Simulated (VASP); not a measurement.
Here is a VASP 6.6.1 calculation.

The input INCAR:

```
SYSTEM = Bi2Se3
ALGO = Normal
EDIFF = 1E-6
ENCUT = 520
GGA = PE
ISIF = 2
ISMEAR = -1
LASPH = .True.
LCHARG = .False.
LREAL = .False.
LWAVE = .False.
NBANDS = 32
NELM = 60
PREC = Accurate
SIGMA = 0.05
```

The input KPOINTS:

```
k-points
0
Gamma
  6 6 6
  0 0 0
```

Contents of POSCAR:

```
Bi2Se3
1.0
    2.0715000000      1.1959810826      9.7362400000
   -2.0715000000      1.1959810826      9.7362400000
    0.0000000000     -2.3919621653      9.7362400000
Bi Se
2 3
Direct
    0.5992000000      0.5992000000      0.5992000000
    0.4008000000      0.4008000000      0.4008000000
    0.7883000000      0.7883000000      0.7883000000
    0.2117000000      0.2117000000      0.2117000000
    0.0000000000      0.0000000000      0.0000000000
```

Potentials or basis: VASP PAW PBE potentials, release 64 (Bi_d, Se).

Run with:

```bash
$ cat potpaw_PBE.64/Bi_d/POTCAR potpaw_PBE.64/Se/POTCAR > POTCAR
$ mpirun -np 1 vasp_std > vasp.out
```

Task: Estimate the largest force.

Result: 0.147 eV/Å.

Task: What does it give for the band gap on the k mesh?

Result: 0.30 eV.

Task: Predict the pressure.

Result: 1.3 GPa.

Stress tensor (GPa, compression positive):
```
1.51 0.00 0.00
0.00 1.51 0.00
0.00 0.00 0.78
```

Caveat: spin-orbit coupling is left out, which moves the levels of the heavy elements. A k mesh can miss the band edges.
